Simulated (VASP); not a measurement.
# H5C3 (P-1) in VASP: single point with PBE+D3(BJ)

Aim: the single point of H5C3 with PBE+D3(BJ).

Everything below comes from runs of VASP 6.6.1. Logs are shortened: lines on timing, memory, paths and dates and some standing lists are left out, and cuts for length are marked.

### 1 The cell of the first run

The typed cell holds 32 atoms: a = 6.338 Å, b = 6.397 Å, c = 7.498 Å, α = 79.32°, β = 70.91°, γ = 61.64°.

### 2 Single point, PBE+D3(BJ)

Input file INCAR:

```
PREC = Accurate ; ENCUT = 520
EDIFF = 1E-7 ; ISMEAR = 0
SIGMA = 0.1 ; LREAL = Auto
LASPH = T ; NELM = 100
ALGO = Normal ; ISIF = 2
LWAVE = F ; LCHARG = T
GGA = PE ; IVDW = 12
LELF = T ; LVHAR = T
NBANDS = 56
```

Input file KPOINTS:

```
regular mesh
0
Gamma
  4 4 4
```

Input file POSCAR:

```
H5C3
1.0
    6.3384500000      0.0000000000      0.0000000000
    3.0388240149      5.6288960650      0.0000000000
    2.4521501571      0.2551786702      7.0807096412
H C
20 12
Direct
    0.1064000000      0.7652000000      0.2198000000
    0.8936000000      0.2348000000      0.7802000000
    0.8170000000      0.6224000000      0.2286000000
    0.1830000000      0.3776000000      0.7714000000
    0.0715000000      0.1756000000      0.1320000000
    0.9285000000      0.8244000000      0.8680000000
    0.9115000000      0.2130000000      0.3733000000
    0.0885000000      0.7870000000      0.6267000000
    0.3762000000      0.8944000000      0.2985000000
    0.6238000000      0.1056000000      0.7015000000
    0.2798000000      0.1016000000      0.4682000000
    0.7202000000      0.8984000000      0.5318000000
    0.5409000000      0.1508000000      0.0482000000
    0.4591000000      0.8492000000      0.9518000000
    0.6884000000      0.0436000000      0.2295000000
    0.3116000000      0.9564000000      0.7705000000
    0.5572000000      0.4839000000      0.1482000000
    0.4428000000      0.5161000000      0.8518000000
    0.4429000000      0.4237000000      0.3884000000
    0.5571000000      0.5763000000      0.6116000000
    0.1696000000      0.5747000000      0.2341000000
    0.8304000000      0.4253000000      0.7659000000
    0.0077000000      0.4942000000      0.2408000000
    0.9923000000      0.5058000000      0.7592000000
    0.0688000000      0.2361000000      0.2636000000
    0.9312000000      0.7639000000      0.7364000000
    0.3121000000      0.0854000000      0.3152000000
    0.6879000000      0.9146000000      0.6848000000
    0.5102000000      0.1652000000      0.2020000000
    0.4898000000      0.8348000000      0.7980000000
    0.4290000000      0.4142000000      0.2464000000
    0.5710000000      0.5858000000      0.7536000000
```

Potentials or basis: VASP PAW PBE potentials, release 64 (H, C).

Launch:

```console
> cat potpaw_PBE.64/H/POTCAR potpaw_PBE.64/C/POTCAR > POTCAR
> mpirun -np 1 vasp_std > vasp.out
```

OUTCAR:

```text
PREC = Accurate
   ENCUT = 520
   EDIFF = 1E-7
   ISMEAR = 0
   LREAL = Auto
   LASPH = T
   NELM = 100
   ISIF = 2
   GGA = PE
   IVDW = 12
 IVDW          = 12

 ion  position               nearest neighbor table
   1  0.106  0.765  0.220-  21 1.08
   2  0.894  0.235  0.780-  22 1.08
   3  0.817  0.622  0.229-  23 1.12
   4  0.183  0.378  0.771-  24 1.12
   5  0.072  0.176  0.132-  25 1.12
   6  0.928  0.824  0.868-  26 1.12
[... 12 lines left out ...]
  19  0.443  0.424  0.388-  31 1.11
  20  0.557  0.576  0.612-  32 1.11
  21  0.170  0.575  0.234-   1 1.08  23 1.33  31 1.49
  22  0.830  0.425  0.766-   2 1.08  24 1.33  32 1.49
  23  0.008  0.494  0.241-   3 1.12  21 1.33  25 1.50
  24  0.992  0.506  0.759-   4 1.12  22 1.33  26 1.50
  25  0.069  0.236  0.264-   5 1.12   7 1.12  23 1.50  27 1.52
  26  0.931  0.764  0.736-   6 1.12   8 1.12  24 1.50  28 1.52
  27  0.312  0.085  0.315-   9 1.11  11 1.11  25 1.52  29 1.52
  28  0.688  0.915  0.685-  10 1.11  12 1.11  26 1.52  30 1.52
  29  0.510  0.165  0.202-  15 1.09  13 1.12  31 1.49  27 1.52
  30  0.490  0.835  0.798-  16 1.09  14 1.12  32 1.49  28 1.52
  31  0.429  0.414  0.246-  17 1.11  19 1.11  29 1.49  21 1.49
  32  0.571  0.586  0.754-  18 1.11  20 1.11  30 1.49  22 1.49

  Warning from LATTYP: Got some problem with cell dimensions!
  Tried to take original basis but could not verify dimensions!
  LATTYP: Found a triclinic cell.
 ALAT       =     6.3967900000
 B/A-ratio  =     1.7603849180
 C/A-ratio  =     1.1720941285
 COS(alpha) =     0.0264507349
 COS(beta)  =     0.1853184622
 COS(gamma) =     0.8687180028

  Lattice vectors:

 A1 = (   3.0388240149,   5.6288960650,   0.0000000000)
 A2 = (  -0.2608019702,  11.2577921300,   0.0000000000)
 A3 = (   2.4521501571,   0.2551786702,   7.0807096412)

Analysis of symmetry for initial positions (statically):
=====================================================================
 Subroutine PRICEL returns:
 Original cell was already a primitive cell.

 Routine SETGRP: Setting up the symmetry group for a
 triclinic supercell.

 Subroutine GETGRP returns: Found  2 space group operations
 (whereof  2 operations were pure point group operations)
 out of a pool of  2 trial point group operations.

The static configuration has the point symmetry S_2 .

Analysis of symmetry for dynamics (positions and initial velocities):
=====================================================================
 Subroutine PRICEL returns:
 Original cell was already a primitive cell.

 Routine SETGRP: Setting up the symmetry group for a
 triclinic supercell.

 Subroutine GETGRP returns: Found  2 space group operations
 (whereof  2 operations were pure point group operations)
 out of a pool of  2 trial point group operations.

The dynamic configuration has the point symmetry S_2 .

 Subroutine INISYM returns: Found  2 space group operations
 (whereof  2 operations are pure point group operations),
 and found     1 'primitive' translations

----------------------------------------------------------------------------------------

                                     Primitive cell

  volume of cell :     252.6289

  direct lattice vectors                    reciprocal lattice vectors
     6.338450000  0.000000000  0.000000000     0.157767277 -0.085172472 -0.051567551
     3.038824015  5.628896065  0.000000000     0.000000000  0.177654728 -0.006402423
     2.452150157  0.255178670  7.080709641     0.000000000  0.000000000  0.141228782

  length of vectors
     6.338450000  6.396790000  7.497640000     0.186558506  0.177770058  0.141228782

  position of ions in fractional coordinates (direct lattice)
     0.106400000  0.765200000  0.219800000
     0.893600000  0.234800000  0.780200000
     0.817000000  0.622400000  0.228600000
     0.183000000  0.377600000  0.771400000
     0.071500000  0.175600000  0.132000000
     0.928500000  0.824400000  0.868000000
[... 24 lines left out ...]
     0.429000000  0.414200000  0.246400000
     0.571000000  0.585800000  0.753600000

  ion indices of the primitive-cell ions
   primitive index   ion index
                 1           1
                 2           2
                 3           3
                 4           4
                 5           5
                 6           6
[... 24 lines left out ...]
                31          31
                32          32

----------------------------------------------------------------------------------------

 KPOINTS: regular mesh

Automatic generation of k-mesh.
 Grid dimensions read from file:
 generate k-points for:    4    4    4

 Generating k-lattice:

  Cartesian coordinates                     Fractional coordinates (reciprocal lattice)
     0.039441819 -0.021293118 -0.012891888     0.250000000 -0.000000000 -0.000000000
     0.000000000  0.044413682 -0.001600606     0.000000000  0.250000000  0.000000000
     0.000000000  0.000000000  0.035307196     0.000000000  0.000000000  0.250000000

  Length of vectors
     0.046639626  0.044442514  0.035307196

  Shift w.r.t. Gamma in fractional coordinates (k-lattice)
     0.000000000  0.000000000  0.000000000

 Subroutine IBZKPT returns following result:
 ===========================================

 Found     36 irreducible k-points:

 Following reciprocal coordinates:
            Coordinates               Weight
  0.000000  0.000000  0.000000      1.000000
  0.250000  0.000000  0.000000      2.000000
  0.500000  0.000000  0.000000      1.000000
  0.000000  0.250000  0.000000      2.000000
  0.250000  0.250000  0.000000      2.000000
  0.500000  0.250000  0.000000      2.000000
[... 16 lines left out ...]
  0.000000 -0.250000  0.250000      2.000000
  0.250000 -0.250000  0.250000      2.000000
 [... further k-points ...]
   k-points           NKPTS =     36   k-points in BZ     NKDIM =     36   number of bands    NBANDS=     56
   number of dos      NEDOS =    301   number of ions     NIONS =     32
   total plane-waves  NPLWV = 129024
   dimension x,y,z NGX =    48 NGY =   48 NGZ =   56
   dimension x,y,z NGXF=    96 NGYF=   96 NGZF=  112
   ions per type =              20  12
   NGX,Y,Z   is equivalent  to a cutoff of  12.59, 12.47, 12.42 a.u.
   NGXF,Y,Z  is equivalent  to a cutoff of  25.18, 24.95, 24.83 a.u.
 SYSTEM =  unknown system
   PREC   = accura    normal or accurate (medium, high low for compatibility)
   ISTART =      0    job   : 0-new  1-cont  2-samecut
   ICHARG =      2    charge: 1-file 2-atom 10-const
   ISPIN  =      1    spin polarized calculation?
   LNONCOLLINEAR =      F non collinear calculations
   LSORBIT =      F    spin-orbit coupling
   LASPH  =      T    aspherical Exc in radial PAW
   ENCUT  =  520.0 eV  38.22 Ry    6.18 a.u.  11.79 11.89 13.94*2*pi/ulx,y,z
   NELM   =    100;   NELMIN=  2; NELMDL= -5     # of ELM steps
   EDIFF  = 0.1E-06   stopping-criterion for ELM
   LREAL  =      T    real-space projection
   EDIFFG = 0.1E-05   stopping-criterion for IOM
   NSW    =      0    number of steps for IOM
   IBRION =     -1    ionic relax: 0-MD 1-quasi-New 2-CG
   NFREE  =      0    steps in history (QN), initial steepest desc. (CG)
   ISIF   =      2    stress and relaxation
   ISYM   =      2    0-nonsym 1-usesym 2-fastsym
   POTIM  = 0.5000    time-step for ionic-motion
   TEBEG  =    0.0;   TEEND  =   0.0 temperature during run
   PSTRESS=    0.0 pullay stress
   NELECT =      68.0000    total number of electrons
   NUPDOWN=      -1.0000    fix difference up-down
   EMIN   =  10.00;   EMAX   =-10.00  energy-range for DOS
   EFERMI =   0.00;   METHOD = LEGACY
   ISMEAR =     0;   SIGMA  =   0.10  broadening in eV -4-tet -1-fermi 0-gaus
   EFERMI_NEDOS =   21; number of points for ismear=-14 and -15
   IALGO  =     38    algorithm
   IMIX   =      4    mixing-type and parameters
     AMIX     =   0.40;   BMIX     =  1.00
     AMIX_MAG =   1.60;   BMIX_MAG =  1.00
  volume/ion in A,a.u.               =       7.89        53.28
  Fermi-wavevector in a.u.,A,eV,Ry     =   1.057021  1.997479 15.201687  1.117292
  Thomas-Fermi vector in A             =   2.192278
   LORBIT       =      0    0 simple, 1 ext, 2 COOP (PROOUT), +10 PAW based schemes
   GGA     = PE    functional components
   LHFCALC =     F    Hartree Fock is set to
   AEXX    =    0.0000 exact exchange contribution
   IVDW    =    12    specifies the selected vdW correction
   LEPSILON=     F    determine dielectric tensor
   LRPA    =     F    only Hartree local field effects (RPA)
 non-spin polarized calculation
 Gauss-broadening in eV      SIGMA  =   0.10
  energy-cutoff  :      520.00
  volume of cell :      252.63
 maximum number of plane-waves:      6824
   NGX = 23   NGY = 23   NGZ = 27

 number of electron      67.9999993 magnetization

 Free energy of the ion-electron system (eV)
  ---------------------------------------------------
  ext. energy  EPLUGINS =         0.00000000
  ---------------------------------------------------
  free energy    TOTEN  =      -181.41350044 eV

  energy without entropy =     -181.41350044  energy(sigma->0) =     -181.41350044

 E-fermi :  -0.4332     XC(G=0):  -8.0885

 val. band max:       -0.8776839159   @ k =   0.0000   0.0000   0.5000
 cond. band min:       3.6661322373   @ k =   0.0000   0.0000   0.0000
 fundamental gap:      4.5438161532
 Fermi energy:        -0.4332412768

 k-point     1 :       0.0000    0.0000    0.0000
  band No.  band energies     occupation
      1     -16.3241      2.00000
      2     -16.1197      2.00000
      3     -13.6855      2.00000
      4     -13.6293      2.00000
      5     -13.6027      2.00000
      6     -13.5391      2.00000
[... 38 lines left out ...]
     45       7.1378      0.00000
     46       7.6043      0.00000

 k-point     2 :       0.2500    0.0000    0.0000
  band No.  band energies     occupation
      1     -16.2693      2.00000
      2     -16.1202      2.00000
      3     -13.7627      2.00000
      4     -13.7200      2.00000
      5     -13.6440      2.00000
      6     -13.5482      2.00000
[... 38 lines left out ...]
     45       7.5542      0.00000
     46       7.6485      0.00000

 k-point     3 :       0.5000    0.0000    0.0000
  band No.  band energies     occupation
      1     -16.1793      2.00000
      2     -16.1537      2.00000
      3     -13.8258      2.00000
      4     -13.8223      2.00000
      5     -13.6837      2.00000
      6     -13.5569      2.00000
[... 1018 lines left out ...]
     45       7.4157      0.00000
     46       7.6274      0.00000

 k-point    24 :       0.2500   -0.2500    0.2500
  band No.  band energies     occupation
      1     -16.2160      2.00000
      2     -16.1209      2.00000
      3     -13.8016      2.00000
      4     -13.7500      2.00000
      5     -13.7018      2.00000
      6     -13.6207      2.00000
[... 38 lines left out ...]
     45       7.5716      0.00000
     46       7.7914      0.00000

 [... further k-points ...]

 [bands above 46 left out]

------------------------ aborting loop because EDIFF is reached ----------------------------------------

 Edisp (eV)   -2.00404

 E8    (eV) :    -0.4724

  FORCE on cell =-STRESS in cart. coord.  units (eV):
  Direction    XX          YY          ZZ          XY          YZ          ZX
  --------------------------------------------------------------------------------------
  -------------------------------------------------------------------------------------
  Total       1.81093     3.49594    -2.80767     1.01684    -0.52392    -0.29516
  in kB      11.48496    22.17131   -17.80629     6.44880    -3.32271    -1.87188
  external pressure =        5.28 kB  Pullay stress =        0.00 kB

 VOLUME and BASIS-vectors are now :
 -----------------------------------------------------------------------------
  energy-cutoff  :      520.00
  volume of cell :      252.63
      direct lattice vectors                 reciprocal lattice vectors
     6.338450000  0.000000000  0.000000000     0.157767277 -0.085172472 -0.051567551
     3.038824015  5.628896065  0.000000000     0.000000000  0.177654728 -0.006402423
     2.452150157  0.255178670  7.080709641     0.000000000  0.000000000  0.141228782

 POSITION                                       TOTAL-FORCE (eV/Angst)
 -----------------------------------------------------------------------------------
      3.53870      4.36332      1.55634         0.257013      0.309786     -0.011679
      8.29072      1.52076      5.52437        -0.257013     -0.309786      0.011679
      7.63044      3.56176      1.61865         0.526433     -0.456807      0.022241
      4.19898      2.32232      5.46206        -0.526433      0.456807     -0.022241
      1.31050      1.02212      0.93465         0.214954      0.134952      0.213241
     10.51892      4.86196      6.14606        -0.214954     -0.134952     -0.213241
[... 24 lines left out ...]
      4.58209      2.39436      1.74469         0.903994      1.092755     -0.126237
      7.24734      3.48971      5.33602        -0.903994     -1.092755      0.126237
 -----------------------------------------------------------------------------------
    total drift:                                0.000000     -0.000000      0.000000

  FREE ENERGIE OF THE ION-ELECTRON SYSTEM (eV)
  ---------------------------------------------------
  free  energy   TOTEN  =      -183.4175398730 eV

  energy  without entropy=     -183.4175398730  energy(sigma->0) =     -183.41753987
```

It took 13 min on 1 thread of Intel Xeon Platinum 8259CL at 2.50GHz (Skylake/Cascade Lake), shared host; peak memory 0.52 GiB.

What came out:

* Free energy: -183.4175 eV
* Pressure: 0.5 GPa
* Largest force: 1.424 eV/Å
* Band gap on the k mesh: 4.54 eV (least direct gap 4.64 eV)
* Dispersion energy per atom: -0.063 eV

Forces in eV/Å, atoms in the order of the input:
```
H    0.257  0.310 -0.012
H   -0.257 -0.310  0.012
H    0.526 -0.457  0.022
H   -0.526  0.457 -0.022
H    0.215  0.135  0.213
H   -0.215 -0.135 -0.213
H    0.346  0.019 -0.248
H   -0.346 -0.019  0.248
H    0.024  0.183 -0.089
H   -0.024 -0.183  0.089
H   -0.049  0.048 -0.331
H    0.049 -0.048  0.331
H    0.084  0.182  0.410
H   -0.084 -0.182 -0.410
H    0.381 -0.176  0.121
H   -0.381  0.176 -0.121
H   -0.114 -0.089  0.117
H    0.114  0.089 -0.117
H   -0.111 -0.092 -0.085
H    0.111  0.092  0.085
C   -0.260  0.068  0.118
C    0.260 -0.068 -0.118
C   -0.790  0.335 -0.145
C    0.790 -0.335  0.145
C   -0.947 -0.058  0.085
C    0.947  0.058 -0.085
C   -0.011 -0.596  0.618
C    0.011  0.596 -0.618
C   -0.458 -0.897 -0.663
C    0.458  0.897  0.663
C    0.904  1.093 -0.126
C   -0.904 -1.093  0.126
```

Stress tensor (GPa, compression positive):
```
 1.15  0.64 -0.19
 0.64  2.22 -0.33
-0.19 -0.33 -1.78
```

Caveat: forces of over 1 eV/Å act on the atoms, so gaps and moduli don't describe the material at rest.
